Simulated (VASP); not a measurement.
Runs of VASP 6.6.1 on CsSrF3. The structure is that of space group Pm-3m (No. 221), or close to it. The cells are those of the table. 

```csv
cell,gap on the mesh (eV),pressure (GPa)
"a = 4.835, b = 4.835, c = 4.620 Å, 5 atoms",5.97,-2.8
"a = 4.906, b = 4.906, c = 4.763 Å, 5 atoms",5.75,-4.8
"a = 4.763, b = 4.763, c = 4.692 Å, 5 atoms",6.07,(c)
"a = 4.906 Å, 5 atoms",5.62,(b)
"a = 4.620 Å, 5 atoms",6.35,1.4
"a = 4.692, b = 4.692, c = 4.620 Å, 5 atoms",6.21,-0.3
"a = 4.620, b = 4.620, c = 4.692 Å, 5 atoms",6.28,(a)
"a = 4.763, b = 4.763, c = 4.620 Å, 5 atoms",6.09,-1.7
"a = 4.620, b = 4.620, c = 4.763 Å, 5 atoms",6.21,-0.2
"a = 4.620, b = 4.620, c = 4.835 Å, 5 atoms",(d),-0.8
"a = 4.763, b = 4.763, c = 4.906 Å, 5 atoms",5.89,-4.0
"a = 4.763, b = 4.763, c = 4.835 Å, 5 atoms",5.97,-3.5
```

Alike in all rows: task single point; level LDA; potentials or basis VASP PAW LDA potentials, release 64 (Cs_sv, Sr_sv, F); no spin polarisation; k mesh 6 × 6 × 6; cutoff (eV) 520; smearing gaussian 0.05 eV.

Fill in the values left out.

(a) 0.6; (b) -5.7; (c) -2.4; (d) 6.14.

Caveats: spin-orbit coupling is left out, which moves the levels of the heavy elements.

A k mesh can miss the band edges, and the runs leave out spin-orbit coupling on Cs, Sr.
